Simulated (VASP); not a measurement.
# BAs (Pm-3m) in VASP: notebook

The runs below take BAs through relaxation of cell and atoms, single point, with PBE.

Program: VASP 6.6.1. These are calculated values, not measurements. Logs are shortened: lines on timing, memory, paths and dates and some standing lists are left out, and cuts for length are marked.

## Step 1: The cell of the first run

The structure is cubic, space group Pm-3m (No. 221). Conventional cell: a = 3.236 Å, b = 3.236 Å, c = 3.236 Å, α = 90.00°, β = 90.00°, γ = 90.00°. B (site symmetry m-3m) has 8 As at 2.80 Å and 6 B at 3.24 Å within 3.7 Å. Within 3.7 Å of As (site symmetry m-3m) lie 8 B at 2.80 Å and 6 As at 3.24 Å.

## Step 2: Relaxation of cell and atoms, PBE, target pressure 30 GPa, at which the enthalpy is minimised

File INCAR:

```
SYSTEM = BAs
PREC     = Accurate       ! precision mode
ENCUT    = 600            ! plane-wave cutoff, eV
EDIFF    = 1E-6           ! SCF threshold, eV
ISMEAR   = -1             ! smearing method
SIGMA    = 0.05           ! smearing width, eV
LREAL    = .False.        ! projectors in reciprocal space
LASPH    = .True.         ! aspherical terms in the spheres
NELM     = 100            ! most SCF steps
ALGO     = Normal         ! electronic algorithm
ISIF     = 3              ! what is computed and relaxed
LWAVE    = .False.        ! write WAVECAR
LCHARG   = .False.        ! write CHGCAR
GGA      = PE             ! functional
IBRION   = 2              ! ionic algorithm
NSW      = 60             ! ionic steps
EDIFFG   = -0.01          ! ionic threshold
PSTRESS  = 300.0
```

File KPOINTS:

```
regular mesh
0
Gamma
  8 8 8
  0 0 0
```

File POSCAR:

```
BAs
1.0
    3.2358670400      0.0000000000      0.0000000000
    0.0000000000      3.2358670400      0.0000000000
    0.0000000000      0.0000000000      3.2358670400
B As
1 1
Direct
    0.0000000000      0.0000000000      0.0000000000
    0.5000000000      0.5000000000      0.5000000000
```

Potentials or basis: VASP PAW PBE potentials, release 64 (B, As).

On the command line:

```console
> cat potpaw_PBE.64/B/POTCAR potpaw_PBE.64/As/POTCAR > POTCAR
> mpirun -np 1 vasp_std > vasp.out
```

OUTCAR:

```text
SYSTEM = BAs
   PREC = Accurate
   ENCUT = 600
   EDIFF = 1E-6
   ISMEAR = -1
   LREAL = .False.
   LASPH = .True.
   NELM = 100
   ISIF = 3
   GGA = PE
   IBRION = 2
   NSW = 60
   EDIFFG = -0.01
   PSTRESS = 300.0

 ion  position               nearest neighbor table
   1  0.000  0.000  0.000-
   2  0.500  0.500  0.500-

  LATTYP: Found a simple cubic cell.
 ALAT       =     3.2358670400

  Lattice vectors:

 A1 = (   3.2358670400,   0.0000000000,   0.0000000000)
 A2 = (   0.0000000000,   3.2358670400,   0.0000000000)
 A3 = (   0.0000000000,   0.0000000000,   3.2358670400)

Analysis of symmetry for initial positions (statically):
=====================================================================
 Subroutine PRICEL returns:
 Original cell was already a primitive cell.

 Routine SETGRP: Setting up the symmetry group for a
 simple cubic supercell.

 Subroutine GETGRP returns: Found 48 space group operations
 (whereof 48 operations were pure point group operations)
 out of a pool of 48 trial point group operations.

The static configuration has the point symmetry O_h .

Analysis of symmetry for dynamics (positions and initial velocities):
=====================================================================
 Subroutine PRICEL returns:
 Original cell was already a primitive cell.

 Routine SETGRP: Setting up the symmetry group for a
 simple cubic supercell.

 Subroutine GETGRP returns: Found 48 space group operations
 (whereof 48 operations were pure point group operations)
 out of a pool of 48 trial point group operations.

The dynamic configuration has the point symmetry O_h .

 Subroutine INISYM returns: Found 48 space group operations
 (whereof 48 operations are pure point group operations),
 and found     1 'primitive' translations

----------------------------------------------------------------------------------------

                                     Primitive cell

  volume of cell :      33.8822

  direct lattice vectors                    reciprocal lattice vectors
     3.235867040  0.000000000  0.000000000     0.309036183  0.000000000  0.000000000
     0.000000000  3.235867040  0.000000000     0.000000000  0.309036183  0.000000000
     0.000000000  0.000000000  3.235867040     0.000000000  0.000000000  0.309036183

  length of vectors
     3.235867040  3.235867040  3.235867040     0.309036183  0.309036183  0.309036183

  position of ions in fractional coordinates (direct lattice)
     0.000000000  0.000000000  0.000000000
     0.500000000  0.500000000  0.500000000

  ion indices of the primitive-cell ions
   primitive index   ion index
                 1           1
                 2           2

----------------------------------------------------------------------------------------

 KPOINTS: regular mesh

Automatic generation of k-mesh.
 Grid dimensions read from file:
 generate k-points for:    8    8    8

 Generating k-lattice:

  Cartesian coordinates                     Fractional coordinates (reciprocal lattice)
     0.038629523  0.000000000  0.000000000     0.125000000  0.000000000  0.000000000
     0.000000000  0.038629523  0.000000000     0.000000000  0.125000000  0.000000000
     0.000000000  0.000000000  0.038629523     0.000000000  0.000000000  0.125000000

  Length of vectors
     0.038629523  0.038629523  0.038629523

  Shift w.r.t. Gamma in fractional coordinates (k-lattice)
     0.000000000  0.000000000  0.000000000

 Subroutine IBZKPT returns following result:
 ===========================================

 Found     35 irreducible k-points:

 Following reciprocal coordinates:
            Coordinates               Weight
  0.000000  0.000000  0.000000      1.000000
  0.125000  0.000000  0.000000      6.000000
  0.250000  0.000000  0.000000      6.000000
  0.375000  0.000000  0.000000      6.000000
  0.500000  0.000000  0.000000      3.000000
  0.125000  0.125000  0.000000     12.000000
[... 16 lines left out ...]
  0.375000  0.375000  0.125000     24.000000
  0.500000  0.375000  0.125000     24.000000
 [... further k-points ...]
   k-points           NKPTS =     35   k-points in BZ     NKDIM =     35   number of bands    NBANDS=      8
   number of dos      NEDOS =    301   number of ions     NIONS =      2
   total plane-waves  NPLWV =  21952
   dimension x,y,z NGX =    28 NGY =   28 NGZ =   28
   dimension x,y,z NGXF=    56 NGYF=   56 NGZF=   56
   ions per type =               1   1
   NGX,Y,Z   is equivalent  to a cutoff of  14.39, 14.39, 14.39 a.u.
   NGXF,Y,Z  is equivalent  to a cutoff of  28.77, 28.77, 28.77 a.u.
 SYSTEM =  BAs
   PREC   = accura    normal or accurate (medium, high low for compatibility)
   ISTART =      0    job   : 0-new  1-cont  2-samecut
   ICHARG =      2    charge: 1-file 2-atom 10-const
   ISPIN  =      1    spin polarized calculation?
   LNONCOLLINEAR =      F non collinear calculations
   LSORBIT =      F    spin-orbit coupling
   LASPH  =      T    aspherical Exc in radial PAW
   ENCUT  =  600.0 eV  44.10 Ry    6.64 a.u.   6.46  6.46  6.46*2*pi/ulx,y,z
   NELM   =    100;   NELMIN=  2; NELMDL= -5     # of ELM steps
   EDIFF  = 0.1E-05   stopping-criterion for ELM
   LREAL  =      F    real-space projection
   EDIFFG = -.1E-01   stopping-criterion for IOM
   NSW    =     60    number of steps for IOM
   IBRION =      2    ionic relax: 0-MD 1-quasi-New 2-CG
   NFREE  =      1    steps in history (QN), initial steepest desc. (CG)
   ISIF   =      3    stress and relaxation
   ISYM   =      2    0-nonsym 1-usesym 2-fastsym
   POTIM  = 0.5000    time-step for ionic-motion
   TEBEG  =    0.0;   TEEND  =   0.0 temperature during run
   PSTRESS=  300.0 pullay stress
   NELECT =       8.0000    total number of electrons
   NUPDOWN=      -1.0000    fix difference up-down
   EMIN   =  10.00;   EMAX   =-10.00  energy-range for DOS
   EFERMI =   0.00;   METHOD = LEGACY
   ISMEAR =    -1;   SIGMA  =   0.05  broadening in eV -4-tet -1-fermi 0-gaus
   EFERMI_NEDOS =   21; number of points for ismear=-14 and -15
   IALGO  =     38    algorithm
   IMIX   =      4    mixing-type and parameters
     AMIX     =   0.40;   BMIX     =  1.00
     AMIX_MAG =   1.60;   BMIX_MAG =  1.00
  volume/ion in A,a.u.               =      16.94       114.32
  Fermi-wavevector in a.u.,A,eV,Ry     =   1.011845  1.912111 13.930068  1.023831
  Thomas-Fermi vector in A             =   2.144919
   LORBIT       =      0    0 simple, 1 ext, 2 COOP (PROOUT), +10 PAW based schemes
   GGA     = PE    functional components
   LHFCALC =     F    Hartree Fock is set to
   AEXX    =    0.0000 exact exchange contribution
   IVDW    =     0    specifies the selected vdW correction
   LEPSILON=     F    determine dielectric tensor
   LRPA    =     F    only Hartree local field effects (RPA)
 conjugate gradient relaxation of ions
 non-spin polarized calculation
  energy-cutoff  :      600.00
  volume of cell :       33.88
 maximum number of plane-waves:      1145
 NGX is ok and might be reduce to    28
   NGX = 13   NGY = 13   NGZ = 13

--------------------------------------- Ionic step        1  -------------------------------------------

 number of electron       7.9999999 magnetization

 Free energy of the ion-electron system (eV)
  ---------------------------------------------------
  ext. energy  EPLUGINS =         0.00000000
  ---------------------------------------------------
  free energy    TOTEN  =        -7.78659743 eV

  energy without entropy =       -7.77771571  energy(sigma->0) =       -7.78215657

 E-fermi :   4.2022     XC(G=0): -10.1989

 val. band max:        4.0886399039   @ k =   0.3750   0.2500   0.1250
 cond. band min:       4.2885031413   @ k =   0.3750   0.1250   0.1250
 fundamental gap:      0.1998632375
 Fermi energy:         4.2021796613

 k-point     1 :       0.0000    0.0000    0.0000
  band No.  band energies     occupation
      1      -9.0927      2.00000
      2       1.8671      2.00000
      3       3.6697      1.99995
      4       3.6697      1.99995
      5       3.6697      1.99995
      6      10.1258      0.00000
      7      10.1258      0.00000
      8      10.9012      0.00000
[... 243 lines left out ...]
 k-point    24 :       0.5000    0.3750    0.1250
  band No.  band energies     occupation
      1      -5.6521      2.00000
      2      -1.8542      2.00000
      3       0.1997      2.00000
      4       1.1145      2.00000
      5       5.9209      0.00000
      6       6.5770      0.00000
      7       8.9682      0.00000
      8       9.0335      0.00000

 [... further k-points ...]

------------------------ aborting loop because EDIFF is reached ----------------------------------------

  FORCE on cell =-STRESS in cart. coord.  units (eV):
  Direction    XX          YY          ZZ          XY          YZ          ZX
  --------------------------------------------------------------------------------------
  -------------------------------------------------------------------------------------
  Total       -3.1269357     -3.1269357     -3.1269357      0.0000000     -0.0000000      0.0000000
  in kB     -147.8623246   -147.8623246   -147.8623246      0.0000000     -0.0000000      0.0000000
  external PRESSURE =    -447.8623246 kB  Pullay stress =     300.0000000 kB
[... 23 lines left out ...]
  enthalpy is  TOTEN    =        -1.4423125327 eV   P V=        6.3442849009

--------------------------------------- Ionic step        2  -------------------------------------------

 number of electron       8.0000000 magnetization

 E-fermi :  14.0772     XC(G=0): -13.6341

 val. band max:       14.0420106271   @ k =   0.5000   0.3750   0.2500
 cond. band min:      14.0999223202   @ k =   0.2500   0.1250   0.0000
 fundamental gap:      0.0579116931
 Fermi energy:        14.0772387069

 k-point     1 :       0.0000    0.0000    0.0000
  band No.  band energies     occupation
      1      -7.6417      2.00000
      2      12.2501      2.00000
      3      12.2501      2.00000
      4      12.2501      2.00000
      5      18.9578      0.00000
      6      18.9578      0.00000
      7      19.3364      0.00000
      8      29.6633      0.00000
[... 243 lines left out ...]
 k-point    24 :       0.5000    0.3750    0.1250
  band No.  band energies     occupation
      1       0.8910      2.00000
      2       2.3017      2.00000
      3       6.9628      2.00000
      4       8.6911      2.00000
      5      17.2214      0.00000
      6      18.6482      0.00000
      7      22.0544      0.00000
      8      23.6282      0.00000

 [... further k-points ...]

------------------------ aborting loop because EDIFF is reached ----------------------------------------

  FORCE on cell =-STRESS in cart. coord.  units (eV):
  Direction    XX          YY          ZZ          XY          YZ          ZX
  --------------------------------------------------------------------------------------
  -------------------------------------------------------------------------------------
  Total       14.6968743     14.6968743     14.6968743     -0.0000000      0.0000000      0.0000000
  in kB     1513.1623697   1513.1623697   1513.1623697     -0.0000000      0.0000000      0.0000000
  external PRESSURE =    1213.1623697 kB  Pullay stress =     300.0000000 kB
[... 175 lines left out ...]
  enthalpy is  TOTEN    =        -4.0471728459 eV   P V=        3.9263207254

--------------------------------------- Ionic step        7  -------------------------------------------

 number of electron       8.0000000 magnetization

 Free energy of the ion-electron system (eV)
  ---------------------------------------------------
  ext. energy  EPLUGINS =         0.00000000
  ---------------------------------------------------
  free energy    TOTEN  =        -7.95912745 eV

  energy without entropy =       -7.94911797  energy(sigma->0) =       -7.95412271

 E-fermi :   9.6187     XC(G=0): -12.2762

 val. band max:        9.6093411544   @ k =   0.3750   0.2500   0.0000
 cond. band min:       9.8417954012   @ k =   0.5000   0.3750   0.2500
 fundamental gap:      0.2324542468
 Fermi energy:         9.6186736394

 k-point     1 :       0.0000    0.0000    0.0000
  band No.  band energies     occupation
      1      -8.2358      2.00000
      2       8.3932      2.00000
      3       8.3932      2.00000
      4       8.3932      2.00000
      5      11.1112      0.00000
      6      14.9463      0.00000
      7      14.9463      0.00000
      8      20.9843      0.00000
[... 243 lines left out ...]
 k-point    24 :       0.5000    0.3750    0.1250
  band No.  band energies     occupation
      1      -1.6492      2.00000
      2       0.4909      2.00000
      3       3.5830      2.00000
      4       5.2863      2.00000
      5      12.4237      0.00000
      6      12.8482      0.00000
      7      16.3059      0.00000
      8      16.9322      0.00000

 [... further k-points ...]

------------------------ aborting loop because EDIFF is reached ----------------------------------------

  FORCE on cell =-STRESS in cart. coord.  units (eV):
  Direction    XX          YY          ZZ          XY          YZ          ZX
  --------------------------------------------------------------------------------------
  -------------------------------------------------------------------------------------
  Total        3.9139704      3.9139704      3.9139704      0.0000000      0.0000000      0.0000000
  in kB      300.1705972    300.1705972    300.1705972      0.0000000      0.0000000      0.0000000
  external PRESSURE =       0.1705972 kB  Pullay stress =     300.0000000 kB
[... 17 lines left out ...]
  FREE ENERGIE OF THE ION-ELECTRON SYSTEM (eV)
  ---------------------------------------------------
  free  energy   TOTEN  =        -7.9591274472 eV

  energy  without entropy=       -7.9491179746  energy(sigma->0) =       -7.95412271

  enthalpy is  TOTEN    =        -4.0473814433 eV   P V=        3.9117460039

 reached required accuracy - stopping structural energy minimisation
```

Wall time 72 s (1 thread of AMD EPYC 7R13, shared host); peak memory 0.14 GiB.

What came out:

```
Free energy                                            : -7.9591 eV
Relaxed volume                                         : 10.45 Å³/atom
Relaxed cell                                           : a = 2.754 Å, b = 2.754 Å, c = 2.754 Å, α = 90.00°, β = 90.00°, γ = 90.00°
Space group after relaxing (to 0.05 Å)                 : Pm-3m (No. 221)
Energy change on relaxing (the enthalpy is what falls) : -86.3 meV/atom
Ionic steps                                            : 7
Pressure after relaxing                                : 30.0 GPa
```

The path:
| step | energy change (eV) | largest force (eV/Å) | pressure (GPa) | volume (Å³) |
| --- | --- | --- | --- | --- |
| 1 | 0.0000 | 0.0000 | -14.79 | 33.88 |
| 2 | 2.4224 | 0.0000 | 151.32 | 15.56 |
| 3 | -0.2627 | 0.0000 | 24.41 | 21.42 |
| 4 | -0.1993 | 0.0000 | 28.40 | 21.04 |
| 5 | -0.1594 | 0.0000 | 30.81 | 20.82 |
| 6 | -0.1869 | 0.0000 | 29.15 | 20.97 |
| 7 | -0.1725 | 0.0000 | 30.02 | 20.89 |

Final structure:
```
B As
1.0
     2.75414    0.00000    0.00000
     0.00000    2.75414    0.00000
     0.00000    0.00000    2.75414
B As
1 1
Direct
  0.00000 0.00000 0.00000
  0.50000 0.50000 0.50000
```

Caveat: the cell is relaxed towards a set pressure, so the enthalpy falls and the energy may rise; the volume moved by over 15 % at a fixed basis, so the end points are rough; the bands computed are all filled at some k points, so no gap is given.

## Step 3: Single point, PBE

File INCAR:

```
ALGO = Normal
EDIFF = 1E-6
ENCUT = 500
GGA = PE
GGA_COMPAT = F
ISIF = 2
ISMEAR = -1
LASPH = T
LCHARG = F
LREAL = F
LWAVE = F
NBANDS = 11
NELM = 120
PREC = Accurate
SIGMA = 0.05
```

File KPOINTS:

```
k-points
0
Gamma
  8 8 8
```

POSCAR is that of step 2.

Potentials or basis: VASP PAW PBE potentials, release 64 (B, As).

On the command line:

```console
> cat potpaw_PBE.64/B/POTCAR potpaw_PBE.64/As/POTCAR > POTCAR
> mpirun -np 1 vasp_std > vasp.out
```

Wall time 12 s (1 thread of AMD EPYC 7R13, shared host); peak memory 0.11 GiB.

Results (log left out):

| Item | Value |
| --- | --- |
| Free energy | -7.7865 eV |
| Pressure | -14.8 GPa |
| Band gap on the k mesh | zero (band 4 reaches 6.42 eV, above the bottom of band 5 at 2.00 eV) |

Levels at points of the mesh, in eV from the Fermi level:
| k point | band 1 | band 2 | band 3 | band 4 | band 5 | band 6 | band 7 | band 8 |
| --- | --- | --- | --- | --- | --- | --- | --- | --- |
| (0.00, 0.00, 0.00) | -13.29 | -2.34 | -0.53 | -0.53 | -0.53 | 5.92 | 5.92 | 6.70 |
| (0.50, 0.00, 0.00) | -11.33 | -8.01 | 1.96 | 2.22 | 2.22 | 2.52 | 2.59 | 2.59 |
| (0.50, 0.50, 0.00) | -9.65 | -4.96 | -4.96 | -4.87 | 3.33 | 3.47 | 5.52 | 5.52 |
| (0.50, 0.50, 0.50) | -8.28 | -3.09 | -2.21 | -2.21 | -2.21 | -0.90 | -0.90 | -0.90 |
